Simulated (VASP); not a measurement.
# HgSe2 (R-3m) in VASP: a series of runs

HgSe2 is run at these levels: PBE; tasks: single point, relaxation of cell and atoms.

All numbers are computed with VASP 6.6.1; they aren't measurements. Logs are shortened: lines on timing, memory, paths and dates and some standing lists are left out, and cuts for length are marked.

## Step 1: The cell of the first run

Symmetry: R-3m, No. 166, trigonal system. The conventional cell has a = 3.929 Å, b = 3.929 Å, c = 16.263 Å, α = 90.00°, β = 90.00°, γ = 120.00°. Hg (site symmetry -3m) has 6 Se at 2.80 Å within 3.7 Å. Se (site symmetry 3m) has 3 Hg at 2.80 Å and 3 Se at 3.13 Å within 3.7 Å.

## Step 2: Single point, PBE

INCAR

```
  ALGO = Normal
  EDIFF = 1E-7
  ENCUT = 520
  GGA = PE
  ISIF = 2
  ISMEAR = 0
  LASPH = True
  LCHARG = False
  LREAL = False
  LWAVE = False
  NBANDS = 19
  NELM = 80
  PREC = Accurate
  SIGMA = 0.1
```

KPOINTS

```
k-points
0
Gamma
  6 6 6
```

POSCAR

```
HgSe2
1.0
    1.9644183289      1.1341574510      5.4208382264
   -1.9644183289      1.1341574510      5.4208382264
    0.0000000000     -2.2683149020      5.4208382264
Hg Se
1 2
Direct
    0.0000000000      0.0000000000      0.0000000000
    0.7671505629      0.7671505629      0.7671505629
    0.2328494371      0.2328494371      0.2328494371
```

Potentials or basis: VASP PAW PBE potentials, release 64 (Hg, Se).

Command:

```console
> cat potpaw_PBE.64/Hg/POTCAR potpaw_PBE.64/Se/POTCAR > POTCAR
> mpirun -np 1 vasp_std > vasp.out
```

OUTCAR:

```text
EDIFF = 1E-7
   ENCUT = 520
   GGA = PE
   ISIF = 2
   ISMEAR = 0
   LASPH = True
   LREAL = False
   NELM = 80
   PREC = Accurate

 ion  position               nearest neighbor table
   1  0.000  0.000  0.000-   2 2.80   2 2.80   3 2.80   3 2.80   2 2.80   3 2.80
   2  0.767  0.767  0.767-   1 2.80   1 2.80   1 2.80
   3  0.233  0.233  0.233-   1 2.80   1 2.80   1 2.80

  LATTYP: Found a trigonal (rhomboedric) cell.
 ALAT       =     5.8762862057
 COS(alpha) =     0.7764925154

  Lattice vectors:

 A1 = (   1.9644183289,   1.1341574510,   5.4208382264)
 A2 = (  -1.9644183289,   1.1341574510,   5.4208382264)
 A3 = (   0.0000000000,  -2.2683149020,   5.4208382264)

Analysis of symmetry for initial positions (statically):
=====================================================================
 Subroutine PRICEL returns:
 Original cell was already a primitive cell.

 Routine SETGRP: Setting up the symmetry group for a
 trigonal (rhombohedral) supercell.

 Subroutine GETGRP returns: Found 12 space group operations
 (whereof 12 operations were pure point group operations)
 out of a pool of 12 trial point group operations.

The static configuration has the point symmetry D_3d.

Analysis of symmetry for dynamics (positions and initial velocities):
=====================================================================
 Subroutine PRICEL returns:
 Original cell was already a primitive cell.

 Routine SETGRP: Setting up the symmetry group for a
 trigonal (rhombohedral) supercell.

 Subroutine GETGRP returns: Found 12 space group operations
 (whereof 12 operations were pure point group operations)
 out of a pool of 12 trial point group operations.

The dynamic configuration has the point symmetry D_3d.

 Subroutine INISYM returns: Found 12 space group operations
 (whereof 12 operations are pure point group operations),
 and found     1 'primitive' translations

----------------------------------------------------------------------------------------

                                     Primitive cell

  volume of cell :      72.4645

  direct lattice vectors                    reciprocal lattice vectors
     1.964418329  1.134157451  5.420838226     0.254528271  0.146951966  0.061491105
    -1.964418329  1.134157451  5.420838226    -0.254528271  0.146951966  0.061491105
     0.000000000 -2.268314902  5.420838226     0.000000000 -0.293903931  0.061491105

  length of vectors
     5.876286206  5.876286206  5.876286206     0.300267675  0.300267675  0.300267675

  position of ions in fractional coordinates (direct lattice)
     0.000000000  0.000000000  0.000000000
     0.767150563  0.767150563  0.767150563
     0.232849437  0.232849437  0.232849437

  ion indices of the primitive-cell ions
   primitive index   ion index
                 1           1
                 2           2
                 3           3

----------------------------------------------------------------------------------------

 KPOINTS: k-points

Automatic generation of k-mesh.
 Grid dimensions read from file:
 generate k-points for:    6    6    6

 Generating k-lattice:

  Cartesian coordinates                     Fractional coordinates (reciprocal lattice)
     0.042421378  0.024491994  0.010248518     0.166666667 -0.000000000  0.000000000
    -0.042421378  0.024491994  0.010248518    -0.000000000  0.166666667  0.000000000
     0.000000000 -0.048983989  0.010248518     0.000000000  0.000000000  0.166666667

  Length of vectors
     0.050044613  0.050044613  0.050044613

  Shift w.r.t. Gamma in fractional coordinates (k-lattice)
     0.000000000  0.000000000  0.000000000

 Subroutine IBZKPT returns following result:
 ===========================================

 Found     32 irreducible k-points:

 Following reciprocal coordinates:
            Coordinates               Weight
  0.000000  0.000000  0.000000      1.000000
  0.166667  0.000000  0.000000      6.000000
  0.333333 -0.000000  0.000000      6.000000
  0.500000  0.000000 -0.000000      3.000000
  0.166667  0.166667  0.000000      6.000000
  0.333333  0.166667  0.000000     12.000000
[... 16 lines left out ...]
  0.500000  0.500000  0.166667      6.000000
 -0.333333  0.500000  0.166667     12.000000
 [... further k-points ...]
   k-points           NKPTS =     32   k-points in BZ     NKDIM =     32   number of bands    NBANDS=     19
   number of dos      NEDOS =    301   number of ions     NIONS =      3
   total plane-waves  NPLWV = 110592
   dimension x,y,z NGX =    48 NGY =   48 NGZ =   48
   dimension x,y,z NGXF=    96 NGYF=   96 NGZF=   96
   ions per type =               1   2
   NGX,Y,Z   is equivalent  to a cutoff of  13.58, 13.58, 13.58 a.u.
   NGXF,Y,Z  is equivalent  to a cutoff of  27.16, 27.16, 27.16 a.u.
 SYSTEM =  unknown system
   PREC   = accura    normal or accurate (medium, high low for compatibility)
   ISTART =      0    job   : 0-new  1-cont  2-samecut
   ICHARG =      2    charge: 1-file 2-atom 10-const
   ISPIN  =      1    spin polarized calculation?
   LNONCOLLINEAR =      F non collinear calculations
   LSORBIT =      F    spin-orbit coupling
   LASPH  =      T    aspherical Exc in radial PAW
   ENCUT  =  520.0 eV  38.22 Ry    6.18 a.u.  10.93 10.93 10.93*2*pi/ulx,y,z
   NELM   =     80;   NELMIN=  2; NELMDL= -5     # of ELM steps
   EDIFF  = 0.1E-06   stopping-criterion for ELM
   LREAL  =      F    real-space projection
   EDIFFG = 0.1E-05   stopping-criterion for IOM
   NSW    =      0    number of steps for IOM
   IBRION =     -1    ionic relax: 0-MD 1-quasi-New 2-CG
   NFREE  =      0    steps in history (QN), initial steepest desc. (CG)
   ISIF   =      2    stress and relaxation
   ISYM   =      2    0-nonsym 1-usesym 2-fastsym
   POTIM  = 0.5000    time-step for ionic-motion
   TEBEG  =    0.0;   TEEND  =   0.0 temperature during run
   PSTRESS=    0.0 pullay stress
   NELECT =      24.0000    total number of electrons
   NUPDOWN=      -1.0000    fix difference up-down
   EMIN   =  10.00;   EMAX   =-10.00  energy-range for DOS
   EFERMI =   0.00;   METHOD = LEGACY
   ISMEAR =     0;   SIGMA  =   0.10  broadening in eV -4-tet -1-fermi 0-gaus
   EFERMI_NEDOS =   21; number of points for ismear=-14 and -15
   IALGO  =     38    algorithm
   IMIX   =      4    mixing-type and parameters
     AMIX     =   0.40;   BMIX     =  1.00
     AMIX_MAG =   1.60;   BMIX_MAG =  1.00
  volume/ion in A,a.u.               =      24.15       163.00
  Fermi-wavevector in a.u.,A,eV,Ry     =   1.132670  2.140437 17.455490  1.282942
  Thomas-Fermi vector in A             =   2.269372
   LORBIT       =      0    0 simple, 1 ext, 2 COOP (PROOUT), +10 PAW based schemes
   GGA     = PE    functional components
   LHFCALC =     F    Hartree Fock is set to
   AEXX    =    0.0000 exact exchange contribution
   IVDW    =     0    specifies the selected vdW correction
   LEPSILON=     F    determine dielectric tensor
   LRPA    =     F    only Hartree local field effects (RPA)
 non-spin polarized calculation
 Gauss-broadening in eV      SIGMA  =   0.10
  energy-cutoff  :      520.00
  volume of cell :       72.46
 maximum number of plane-waves:      1970
 NGX is ok and might be reduce to    48
   NGX = 21   NGY = 21   NGZ = 21

 number of electron      24.0000000 magnetization

 Free energy of the ion-electron system (eV)
  ---------------------------------------------------
  ext. energy  EPLUGINS =         0.00000000
  ---------------------------------------------------
  free energy    TOTEN  =        -6.53718594 eV

  energy without entropy =       -6.52943068  energy(sigma->0) =       -6.53330831

 E-fermi :   3.0256     XC(G=0):  -9.9297

 val. band max:        3.0010665684   @ k =   0.5000   0.3333   0.3333
 cond. band min:       3.0720165267   @ k =   0.1667   0.1667   0.0000
 fundamental gap:      0.0709499583
 Fermi energy:         3.0255819904

 k-point     1 :       0.0000    0.0000    0.0000
  band No.  band energies     occupation
      1     -11.0193      2.00000
      2      -8.8552      2.00000
      3      -4.2292      2.00000
      4      -4.0882      2.00000
      5      -4.0882      2.00000
      6      -3.5682      2.00000
[... 11 lines left out ...]
     18      12.0000      0.00000
     19      12.3083      0.00000

 k-point     2 :       0.1667    0.0000    0.0000
  band No.  band energies     occupation
      1     -10.7944      2.00000
      2      -8.9431      2.00000
      3      -4.1096      2.00000
      4      -4.0368      2.00000
      5      -3.8849      2.00000
      6      -3.5965      2.00000
[... 11 lines left out ...]
     18      12.0176      0.00000
     19      12.7302      0.00000

 k-point     3 :       0.3333   -0.0000    0.0000
  band No.  band energies     occupation
      1     -10.2506      2.00000
      2      -9.1209      2.00000
      3      -4.0170      2.00000
      4      -4.0030      2.00000
      5      -3.7720      2.00000
      6      -3.4592      2.00000
[... 11 lines left out ...]
     18      11.4232      0.00000
     19      12.8051      0.00000

 k-point     4 :       0.5000    0.0000   -0.0000
  band No.  band energies     occupation
      1      -9.8808      2.00000
      2      -9.2482      2.00000
      3      -4.0201      2.00000
      4      -4.0169      2.00000
      5      -3.9639      2.00000
      6      -3.3636      2.00000
[... 11 lines left out ...]
     18      11.8415      0.00000
     19      13.8315      0.00000

 k-point     5 :       0.1667    0.1667    0.0000
  band No.  band energies     occupation
      1     -10.7640      2.00000
      2      -8.9998      2.00000
      3      -4.0304      2.00000
      4      -4.0302      2.00000
      5      -3.9291      2.00000
      6      -3.5997      2.00000
[... 11 lines left out ...]
     18      11.9430      0.00000
     19      12.6485      0.00000

 k-point     6 :       0.3333    0.1667    0.0000
  band No.  band energies     occupation
      1     -10.3570      2.00000
      2      -9.1354      2.00000
      3      -4.0497      2.00000
      4      -3.8763      2.00000
      5      -3.7461      2.00000
      6      -3.5615      2.00000
[... 11 lines left out ...]
     18      11.0745      0.00000
     19      12.6831      0.00000

 k-point     7 :       0.5000    0.1667    0.0000
  band No.  band energies     occupation
      1      -9.8632      2.00000
      2      -9.2643      2.00000
      3      -4.0251      2.00000
      4      -3.8895      2.00000
      5      -3.8432      2.00000
      6      -3.4742      2.00000
[... 11 lines left out ...]
     18      11.6146      0.00000
     19      12.7979      0.00000

 k-point     8 :      -0.3333    0.1667   -0.0000
  band No.  band energies     occupation
      1      -9.8778      2.00000
      2      -9.2666      2.00000
      3      -4.0604      2.00000
      4      -3.8481      2.00000
      5      -3.7548      2.00000
      6      -3.4626      2.00000
[... 256 lines left out ...]
 k-point    20 :       0.5000    0.3333    0.1667
  band No.  band energies     occupation
      1     -10.2096      2.00000
      2      -9.3106      2.00000
      3      -4.0506      2.00000
      4      -3.9292      2.00000
      5      -3.7111      2.00000
      6      -3.6126      2.00000
[... 11 lines left out ...]
     18      10.5825      0.00000
     19      12.1257      0.00000

 k-point    21 :      -0.3333    0.3333    0.1667
  band No.  band energies     occupation
      1      -9.8128      2.00000
      2      -9.2946      2.00000
      3      -3.9324      2.00000
      4      -3.9100      2.00000
      5      -3.8773      2.00000
      6      -3.5011      2.00000
[... 11 lines left out ...]
     18      11.6002      0.00000
     19      13.1664      0.00000

 k-point    22 :      -0.1667    0.3333    0.1667
  band No.  band energies     occupation
      1      -9.8442      2.00000
      2      -9.2973      2.00000
      3      -4.0466      2.00000
      4      -3.8513      2.00000
      5      -3.6410      2.00000
      6      -3.4419      2.00000
[... 11 lines left out ...]
     18      11.6394      0.00000
     19      12.9187      0.00000

 k-point    23 :       0.5000    0.5000    0.1667
  band No.  band energies     occupation
      1     -10.0287      2.00000
      2      -9.3633      2.00000
      3      -3.9975      2.00000
      4      -3.9401      2.00000
      5      -3.7350      2.00000
      6      -3.6224      2.00000
[... 11 lines left out ...]
     18      10.9122      0.00000
     19      12.6560      0.00000

 k-point    24 :      -0.3333    0.5000    0.1667
  band No.  band energies     occupation
      1      -9.7719      2.00000
      2      -9.3324      2.00000
      3      -3.9885      2.00000
      4      -3.8891      2.00000
      5      -3.6849      2.00000
      6      -3.5985      2.00000
[... 11 lines left out ...]
     18      11.7069      0.00000
     19      13.0075      0.00000

 [... further k-points ...]

------------------------ aborting loop because EDIFF is reached ----------------------------------------

  FORCE on cell =-STRESS in cart. coord.  units (eV):
  Direction    XX          YY          ZZ          XY          YZ          ZX
  --------------------------------------------------------------------------------------
  -------------------------------------------------------------------------------------
  Total        0.2351614      0.2351614      0.1100570      0.0000000      0.0000000      0.0000000
  in kB        5.1993798      5.1993798      2.4333416      0.0000000      0.0000000      0.0000000
  external PRESSURE =       4.2773670 kB  Pullay stress =       0.0000000 kB

 VOLUME and BASIS-vectors are now :
 -----------------------------------------------------------------------------
  energy-cutoff  :      520.00
  volume of cell :       72.46
      direct lattice vectors                 reciprocal lattice vectors
     1.964418329  1.134157451  5.420838226     0.254528271  0.146951966  0.061491105
    -1.964418329  1.134157451  5.420838226    -0.254528271  0.146951966  0.061491105
     0.000000000 -2.268314902  5.420838226     0.000000000 -0.293903931  0.061491105

 POSITION                                       TOTAL-FORCE (eV/Angst)
 -----------------------------------------------------------------------------------
      0.00000      0.00000      0.00000         0.000000     -0.000000     -0.000000
      0.00000      0.00000     12.47580         0.000000     -0.000000      0.009860
      0.00000      0.00000      3.78672         0.000000      0.000000     -0.009860
 -----------------------------------------------------------------------------------
    total drift:                               -0.000000     -0.000000      0.000000

  FREE ENERGIE OF THE ION-ELECTRON SYSTEM (eV)
  ---------------------------------------------------
  free  energy   TOTEN  =        -6.5371859359 eV

  energy  without entropy=       -6.5294306751  energy(sigma->0) =       -6.53330831
```

Run time: 34 s. Hardware: 1 thread of Intel Xeon 6975P-C (Granite Rapids), shared host; peak memory 0.31 GiB.

What came out:

```yaml
Free_energy: -6.5372 eV
Pressure: 0.4 GPa
Largest_force: 0.010 eV/Å
Band_gap_on_the_k_mesh: zero (band 12 reaches 3.73 eV, above the bottom of band 13 at 1.83 eV)
```

Forces on the atoms (eV/Å):
```
Hg   0.000  0.000  0.000
Se   0.000  0.000  0.010
Se   0.000  0.000 -0.010
```

Caveat: spin-orbit coupling is left out, which moves the levels of the heavy elements.

## Step 3: Relaxation of cell and atoms, PBE

This run uses another cell than the first one, of 26.66 Å³/atom, 1.104 times its volume.

INCAR

```
PREC = Accurate
ENCUT = 600
EDIFF = 1E-6
ISMEAR = 0
SIGMA = 0.1
LREAL = False
LASPH = True
NELM = 100
ALGO = Normal
ISIF = 3
LWAVE = False
LCHARG = False
GGA = PE
IBRION = 2
NSW = 90
EDIFFG = -0.04
```

KPOINTS

```
Automatic mesh
0
Gamma
  6 6 6
```

POSCAR

```
HgSe2
1.0
    1.9699931395      1.1373760694      5.9498832309
   -1.9699931395      1.1373760694      5.9498832309
    0.0000000000     -2.2747521388      5.9498832309
Hg Se
1 2
Direct
    0.0000000000      0.0000000000      0.0000000000
    0.7500000000      0.7500000000      0.7500000000
    0.2500000000      0.2500000000      0.2500000000
```

Potentials or basis: VASP PAW PBE potentials, release 64 (Hg, Se).

Command:

```console
> cat potpaw_PBE.64/Hg/POTCAR potpaw_PBE.64/Se/POTCAR > POTCAR
> mpirun -np 1 vasp_std > vasp.out
```

Run time: 10 min. Hardware: 1 thread of Intel Xeon 6975P-C (Granite Rapids), shared host; peak memory 0.47 GiB.

Results (log left out):

* Free energy: -6.5386 eV
* Relaxed volume: 24.41 Å³/atom
* Relaxed cell: a = 5.876 Å, b = 5.876 Å, c = 5.876 Å, α = 39.30°, β = 39.30°, γ = 39.30°
* Space group after relaxing (to 0.05 Å): R-3m (No. 166)
* Energy gained by relaxing: 103.1 meV/atom
* Ionic steps: 17
* Pressure after relaxing: 0.0 GPa
* Largest force after relaxing: 0.026 eV/Å
* Band gap on the k mesh: zero (band 12 reaches 3.64 eV, above the bottom of band 13 at 1.75 eV)

Forces in eV/Å, atoms in the order of the input:
```
Hg   0.000  0.000  0.000
Se   0.000  0.000  0.026
Se   0.000  0.000 -0.026
```

The path:
```
step  energy change (eV)  largest force (eV/Å)  pressure (GPa)  volume (Å³)
   1              0.0000                0.7594            1.49        79.99
   2             -0.0425                0.3499           -1.43        82.89
   3             -0.0426                0.3366           -1.55        83.00
   4             -0.0907                0.3555           -1.55        81.41
   5             -0.2417                0.3613           -1.01        76.70
   6             -0.0408                0.9310            6.37        67.46
   7             -0.2787                0.3696            0.04        74.61
   8             -0.2769                0.0616            2.25        70.90
   9             -0.2981                0.2363            0.85        72.93
  10             -0.2986                0.1834            1.10        72.49
  11             -0.2798                0.3562           -0.91        74.08
  12             -0.3042                0.0035            0.34        72.99
  13             -0.3079                0.0287           -0.44        73.87
  14             -0.3081                0.0234           -0.28        73.69
  15             -0.3088                0.0556            0.19        73.06
  16             -0.3089                0.0475            0.06        73.22
  17             -0.3092                0.0263           -0.03        73.22
```

Final structure:
```cif
data_structure
_symmetry_space_group_name_H-M 'P 1'
_symmetry_Int_Tables_number 1
_cell_length_a 5.8757
_cell_length_b 5.8757
_cell_length_c 5.8757
_cell_angle_alpha 39.298
_cell_angle_beta 39.298
_cell_angle_gamma 39.298
_cell_volume 73.22
loop_
_atom_site_label
_atom_site_type_symbol
_atom_site_fract_x
_atom_site_fract_y
_atom_site_fract_z
_atom_site_occupancy
Hg1 Hg 0.00000 0.00000 0.00000 1
Se1 Se 0.76656 0.76656 0.76656 1
Se2 Se 0.23344 0.23344 0.23344 1
```

Levels at points of the mesh, in eV from the Fermi level:
```tsv
k point	band 8	band 9	band 10	band 11	band 12	band 13	band 14	band 15	band 16
(0.00, 0.00, 0.00)	-4.84	-0.49	-0.49	-0.24	-0.24	0.11	1.56	4.29	6.17
(0.50, 0.00, 0.00)	-4.43	-4.05	-2.21	-1.50	-1.22	-1.16	3.04	4.70	7.50
(0.50, 0.50, 0.00)	-5.37	-4.48	-2.58	-0.82	0.73	0.75	0.87	4.51	6.48
(0.50, 0.50, 0.50)	-3.75	-2.47	-1.29	-1.29	0.49	0.49	4.33	4.79	7.39
```

Caveat: spin-orbit coupling is left out, which moves the levels of the heavy elements.
